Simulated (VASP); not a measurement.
Wanted: the native input for a VASP 6.6.1 run.

```yaml
Task: single point
Functional: r2SCAN
Potentials_or_basis: VASP PAW PBE potentials, release 64 (Na_pv, Cl)
Cutoff: 520 eV
k_mesh: 8 × 8 × 8
Occupations: gaussian, width 0.01 eV
Spin: no spin polarisation
Dipole_correction: no
Further_INCAR_settings: ALGO = Normal; EDIFF = 1e-06; NBANDS = 14
```

The system is NaCl.

```
Na Cl
1.0
     0.06713    2.81518    2.81518
     2.81518    0.06713    2.81518
     2.81518    2.81518    0.06713
Na Cl
1 1
Direct
  0.00000 0.00000 0.00000
  0.50000 0.50000 0.50000
```

This cell differs from its parent crystal: epitaxial 111 strain -1.9%.

One way to write it, as run:

POSCAR

```
NaCl
1.0
    0.0671316519      2.8151778550      2.8151778550
    2.8151778550      0.0671316519      2.8151778550
    2.8151778550      2.8151778550      0.0671316519
Na Cl
1 1
Direct
    0.0000000000      0.0000000000      0.0000000000
    0.5000000000      0.5000000000      0.5000000000
```

INCAR.step1

```
ALGO     = Normal         # electronic algorithm
EDIFF    = 1E-4           # SCF threshold, eV
ENCUT    = 520            # plane-wave cutoff, eV
GGA      = PE             # functional
ISMEAR   = 0              # smearing method
LASPH    = True           # aspherical terms in the spheres
LCHARG   = False          # write CHGCAR
LREAL    = False          # projectors in reciprocal space
LWAVE    = True           # write WAVECAR
NBANDS   = 14             # bands
NELM     = 80             # most SCF steps
PREC     = Accurate       # precision mode
SIGMA    = 0.01           # smearing width, eV
```

INCAR.step2

```
ALGO     = Normal         # electronic algorithm
EDIFF    = 1E-6           # SCF threshold, eV
ENCUT    = 520            # plane-wave cutoff, eV
ISIF     = 2              # what is computed and relaxed
ISMEAR   = 0              # smearing method
ISTART   = 1            
LASPH    = True           # aspherical terms in the spheres
LCHARG   = False          # write CHGCAR
LMIXTAU  = True         
LREAL    = False          # projectors in reciprocal space
LWAVE    = False          # write WAVECAR
METAGGA  = R2SCAN         # meta-GGA
NBANDS   = 14             # bands
NELM     = 80             # most SCF steps
PREC     = Accurate       # precision mode
SIGMA    = 0.01           # smearing width, eV
```

KPOINTS

```
k-points
0
Gamma
  8 8 8
```

Potentials or basis: VASP PAW PBE potentials, release 64 (Na_pv, Cl).

Launch:

```bash
$ cat potpaw_PBE.64/Na_pv/POTCAR potpaw_PBE.64/Cl/POTCAR > POTCAR
$ cp INCAR.step1 INCAR
$ mpirun -np 1 vasp_std > vasp.out
$ cp INCAR.step2 INCAR
$ mpirun -np 1 vasp_std > vasp.out
```

Results of the run:

| Property | Result |
| --- | --- |
| Pressure | 0.5 GPa |
| Band gap on the k mesh | 6.04 eV, direct |

Caveat: the cell differs from its parent crystal (epitaxial 111 strain -1.9%); the PAW data sets were made with another functional, which shifts forces and pressure a little.

Wall time 96 s on 1 thread of AMD EPYC 9R14 (Zen 4), on a shared host, peak memory 0.15 GiB.
